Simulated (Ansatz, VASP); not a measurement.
One calculation of ZrB2, two programs

Contents of INCAR:

```
SYSTEM = ZrB2
PREC = Accurate
ENCUT = 520
EDIFF = 1E-6
ISMEAR = 0
SIGMA = 0.017
LREAL = .FALSE.
LASPH = .TRUE.
NELM = 60
ALGO = Normal
ISIF = 2
LWAVE = .FALSE.
LCHARG = .FALSE.
GGA = PE
NBANDS = 16
```

KPOINTS

```
regular mesh
0
G
  10 10 8
  0 0 0
```

POSCAR

```
ZrB2
1.0
    3.1700000000      0.0000000000      0.0000000000
   -1.5850000000      2.7453005300      0.0000000000
    0.0000000000      0.0000000000      3.5330000000
Zr B
1 2
Direct
    0.0000000000      0.0000000000      0.0000000000
    0.6666666667      0.3333333333      0.5000000000
    0.3333333333      0.6666666667      0.5000000000
```

input.yaml

```yaml
crystal:
  lattice:
    - [3.17, 0.0, 0.0]
    - [-1.585, 2.74530053, 0.0]
    - [0.0, 0.0, 3.533]
  atoms:
    - { symbol: Zr, position: [0.0, 0.0, 0.0] }
    - { symbol: B, position: [0.6666666667, 0.3333333333, 0.5] }
    - { symbol: B, position: [0.3333333333, 0.6666666667, 0.5] }
hamiltonian:
  xc: pbe
  pseudopotentials: { kind: paw }
kpoints:
  mp_grid: { grid: [10, 10, 8] }
scf:
  occupations: { method: gaussian, width: 0.017 }
output:
  forces: true
  stress: true
  eigenvalues: true
```

Alike in both runs: task single point; functional PBE; k mesh 10 × 10 × 8; occupations gaussian, width 0.017 eV; no spin polarisation.

|  | VASP | Ansatz |
| --- | --- | --- |
| version | VASP 6.6.1 | Ansatz 0.2.0 |
| potentials or method | VASP PAW PBE potentials, release 64 (Zr_sv, B) | Ansatz PAW |
| plane-wave cutoff (eV) | 520 | 420 |
| valence electrons in the cell | 18 | 18 |

|  | VASP | Ansatz | Ansatz less VASP |
| --- | --- | --- | --- |
| gap on the k mesh at the Fermi level (eV) | none | none | - |
| pressure (GPa) | 0.9 | 0.8 | -0.14 |
| traceless stress, the component that is largest in VASP (GPa) | 0.84 | 0.80 | -0.042 |

A gap of «none» marks a metal or a gap that the smearing closes.
